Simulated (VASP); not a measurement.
# HfB2: single point with PBE

The system is HfB2.

```xyz
3
Lattice="3.1400 0.0000 0.0000 -1.5700 2.7193 0.0000 0.0000 0.0000 3.4800" Properties=species:S:1:pos:R:3 pbc="T T T"
Hf    0.0000    0.0000    0.0000
B     0.0000    1.8129    1.7400
B     1.5700    0.9064    1.7400
```

```
Program                : VASP 6.6.1
Task                   : single point
Functional             : PBE
Potentials or basis    : VASP PAW PBE potentials, release 64 (Hf_pv, B)
Cutoff                 : 500 eV
k mesh                 : 12 × 12 × 10
Occupations            : methfessel-paxton, width 0.2 eV
Spin                   : no spin polarisation
Dipole correction      : no
Further INCAR settings : ALGO = Normal; EDIFF = 1e-06; NBANDS = 15
```

```yaml
Pressure: 1.0 GPa
Band_gap_on_the_k_mesh: zero (bands 8 and 9 overlap by 1.31 eV)
```

Stress tensor (GPa, compression positive):
```
0.86 0.00 0.00
0.00 0.86 0.00
0.00 0.00 1.22
```

Levels at points of the mesh, in eV from the Fermi level:
| k point | band 6 | band 7 | band 8 | band 9 | band 10 | band 11 |
| --- | --- | --- | --- | --- | --- | --- |
| (0.00, 0.00, 0.00) | -3.04 | -3.04 | -2.92 | 3.89 | 3.89 | 4.52 |
| (0.50, 0.00, 0.00) | -4.27 | -3.58 | -3.01 | 1.97 | 2.59 | 5.44 |
| (0.00, 0.00, 0.50) | -1.34 | -1.34 | 0.18 | 0.18 | 0.86 | 0.86 |
| (0.50, 0.00, 0.50) | -5.11 | -4.85 | -2.81 | 3.86 | 4.02 | 6.11 |

Wall time 110 s on 1 thread of AMD EPYC 7R43 64-Core Processor (Zen 3), with other jobs on the host, peak memory 0.14 GiB.

Caveat: spin-orbit coupling is left out, which moves the levels of the heavy elements.
